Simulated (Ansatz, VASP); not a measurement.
This is a calculation of La2O3 for VASP 6.6.1.

The input POSCAR:

```
La2O3
1.0
    6.3702727145      0.0000000000      0.0000000000
   -3.1851363572      5.5168179998      0.0000000000
    0.0000000000      0.0000000000      3.2898942108
La O
2 3
Direct
    0.6666666667      0.3333333333      0.4981030000
    0.3333333333      0.6666666667      0.5018970000
    0.5046070000      0.0000000000      0.0000000000
    0.0000000000      0.5046070000      0.0000000000
    0.4953930000      0.4953930000      0.0000000000
```

File INCAR.step1:

```
SYSTEM = La2O3
PREC = Accurate
ENCUT = 600
ISMEAR = -1
SIGMA = 0.05
LREAL = .False.
LASPH = .True.
NELM = 100
GGA = PE
ALGO = Normal
EDIFF = 1E-4
LWAVE = .True.
LCHARG = .False.
```

File INCAR.step2:

```
SYSTEM = La2O3
PREC = Accurate
ENCUT = 600
EDIFF = 1E-6
ISMEAR = -1
SIGMA = 0.05
LREAL = .False.
LASPH = .True.
NELM = 100
ALGO = Normal
ISIF = 3
LWAVE = .False.
LCHARG = .False.
METAGGA = R2SCAN
LMIXTAU = .True.
IBRION = 2
NSW = 60
EDIFFG = -0.01
ISTART = 1
```

The input KPOINTS:

```
Automatic mesh
0
Gamma
  5 5 8
  0 0 0
```

Potentials or basis: VASP PAW PBE potentials, release 64 (La, O).

The run is started by

```bash
$ cat potpaw_PBE.64/La/POTCAR potpaw_PBE.64/O/POTCAR > POTCAR
$ cp INCAR.step1 INCAR
$ mpirun -np 1 vasp_std > vasp.out
$ cp INCAR.step2 INCAR
$ mpirun -np 1 vasp_std > vasp.out
```

Translate it to Ansatz 0.2.0. Potentials there: Ansatz PAW.

As run (the cutoff follows the program's own potentials):

input.yaml

```yaml
crystal:
  lattice:
    - [6.3702727145, 0.0, 0.0]
    - [-3.1851363572, 5.5168179998, 0.0]
    - [0.0, 0.0, 3.2898942108]
  atoms:
    - { symbol: La, position: [0.6666666667, 0.3333333333, 0.498103] }
    - { symbol: La, position: [0.3333333333, 0.6666666667, 0.501897] }
    - { symbol: O, position: [0.504607, 0.0, 0.0] }
    - { symbol: O, position: [0.0, 0.504607, 0.0] }
    - { symbol: O, position: [0.495393, 0.495393, 0.0] }
hamiltonian:
  xc: r2scan
  pseudopotentials: { kind: paw }
kpoints:
  mp_grid: { grid: [5, 5, 8] }
scf:
  occupations: { method: fermi_dirac, width: 0.05 }
output:
  forces: true
  stress: true
  eigenvalues: true
relax:
  f_tol: 0.01
  max_steps: 40
  cell: { stress_tol: 0.05 }
```

Potentials or basis: Ansatz PAW.

Launch:

```console
$ ansatz run input.yaml --threads 2 --pin off --max-ram 5632MiB --backend cpu --events-out ev --progress --plain --runs-dir out
```

Both were run:

|  | VASP | Ansatz | Ansatz less VASP |
| --- | --- | --- | --- |
| gap on the k mesh at the Fermi level, each at its own relaxed structure (eV) | 1.93 | 1.92 | -0.010 |
| relaxed volume (Å³/atom) | 22.84 | 22.93 | +0.097 |
| relaxed cell length with the largest relative difference (Å) | 6.345 | 6.355 | +0.0099 |

VASP's potentials were made for PBE, not for r2SCAN.

Neither program's run includes spin-orbit coupling. Noted on Ansatz's run: the magnetic or orbital state may not be the lowest; odd divisions of the mesh miss points on the zone boundary, where band edges often lie, so the gap on the mesh can be too wide; the plane-wave basis is chosen anew once the cell has moved, so the energies of steps on either side of that aren't comparable.
